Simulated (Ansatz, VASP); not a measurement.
## Pt in VASP and in Ansatz

```
CELL_PARAMETERS angstrom
0.00000 1.95899 1.95899
1.95899 0.00000 1.95899
1.95899 1.95899 0.00000
ATOMIC_POSITIONS crystal
Pt 0.00000 0.00000 0.00000
```

Alike in both runs: functional PBEsol; k mesh 18 × 18 × 18; occupations gaussian, width 0.1 eV; no spin polarisation.

Ansatz relaxed the structure, and its values are those at the end. VASP's run is a single point on that final structure, the one shown.

|  | VASP | Ansatz |
| --- | --- | --- |
| version | VASP 6.6.1 | Ansatz 0.2.0 |
| potentials or method | VASP PAW PBE potentials, release 64 (Pt), cutoff 500 eV | scalar-relativistic, plane waves, PAW |
| valence electrons in the cell | 10 | 18 |

```csv
,VASP,Ansatz,Ansatz less VASP
gap on the k mesh at the Fermi level (eV),none,none,-
pressure (GPa),-0.4,0.0,+0.41
```

VASP's potentials were made for PBE, not for PBEsol. A gap of «none» marks a metal or a gap that the smearing closes. VASP's potentials hold 10 valence electrons a cell and Ansatz's 18, so a difference there can come from the potentials and not from the codes.

Spin-orbit coupling is off throughout.
